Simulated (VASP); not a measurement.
# Nb2Cu: single point with PBE

The system is Nb2Cu.

```xyz
3
Lattice="4.6162 0.0000 0.0000 -2.3081 3.9977 0.0000 0.0000 0.0000 2.6920" Properties=species:S:1:pos:R:3 pbc="T T T"
Nb    0.0000    2.6652    1.3460
Nb    2.3081    1.3326    1.3460
Cu    0.0000    0.0000    0.0000
```

```yaml
Program: VASP 6.6.1
Task: single point
Functional: PBE
Potentials_or_basis: VASP PAW PBE potentials, release 64 (Nb_sv, Cu)
Cutoff: 520 eV
k_mesh: 12 × 12 × 18
Occupations: gaussian, width 0.1 eV
Spin: no spin polarisation
Dipole_correction: no
Further_INCAR_settings: ALGO = Fast; EDIFF = 1e-07; NBANDS = 26
```

```
Pressure               : 0.0 GPa
Band gap on the k mesh : zero (an odd number of electrons rules out a gap without spin polarisation)
```

Stress tensor (GPa, compression positive):
```
-0.07  0.00  0.00
 0.00 -0.07  0.00
 0.00  0.00  0.03
```

Levels at points of the mesh, in eV from the Fermi level:
| k point | band 15 | band 16 | band 17 | band 18 | band 19 | band 20 | band 21 | band 22 |
| --- | --- | --- | --- | --- | --- | --- | --- | --- |
| (0.00, 0.00, 0.00) | -2.18 | -1.73 | -1.73 | -1.31 | 0.15 | 0.15 | 2.64 | 2.64 |
| (0.50, 0.00, 0.00) | -2.20 | -1.82 | -1.79 | -1.53 | -0.67 | 1.25 | 2.51 | 2.85 |
| (0.00, 0.00, 0.50) | -1.17 | -1.17 | -0.14 | -0.14 | 0.15 | 1.29 | 1.29 | 1.74 |
| (0.50, 0.00, 0.50) | -1.72 | -1.36 | -1.30 | -0.09 | 0.58 | 0.97 | 1.78 | 3.89 |

Wall time 18 min on 1 thread of Intel Xeon 8259CL, on a shared host, peak memory 0.34 GiB.
